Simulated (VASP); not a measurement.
Set up this calculation in VASP 6.6.1, as the native input.

* Task: single point
* Functional: PBE
* Potentials or basis: VASP PAW PBE potentials, release 64 (Ti_sv)
* Cutoff: 500 eV
* k mesh: 16 × 16 × 16
* Occupations: gaussian, width 0.15 eV
* Spin: no spin polarisation
* Dipole correction: no
* Further INCAR settings: ALGO = Normal; EDIFF = 1e-06; NBANDS = 12

The structure of Ti lies in POSCAR:

```
Ti
1.0
   -1.6410000000      1.6410000000      1.6410000000
    1.6410000000     -1.6410000000      1.6410000000
    1.6410000000      1.6410000000     -1.6410000000
Ti
1
Direct
    0.0000000000      0.0000000000      0.0000000000
```

These files were run (other wordings do the same):

INCAR

```
SYSTEM = Ti
  ALGO = Normal
  EDIFF = 1E-6
  ENCUT = 500
  GGA = PE
  GGA_COMPAT = .False.
  ISIF = 2
  ISMEAR = 0
  LASPH = .True.
  LCHARG = .False.
  LREAL = .False.
  LWAVE = .False.
  NBANDS = 12
  NELM = 120
  PREC = Accurate
  SIGMA = 0.15
```

KPOINTS

```
k-points
0
Gamma
  16 16 16
  0 0 0
```

Potentials or basis: VASP PAW PBE potentials, release 64 (Ti_sv).

Command:

```bash
$ cat potpaw_PBE.64/Ti_sv/POTCAR > POTCAR
$ mpirun -np 1 vasp_std > vasp.out
```

Results of the run:

| Property | Result |
| --- | --- |
| Pressure | -2.7 GPa |
| Band gap on the k mesh | zero (band 6 reaches 8.90 eV, above the bottom of band 7 at 7.30 eV) |

It took 16 s on 1 thread of AMD EPYC 9R45 96-Core Processor (Zen 5), on a shared host, peak memory 0.12 GiB.
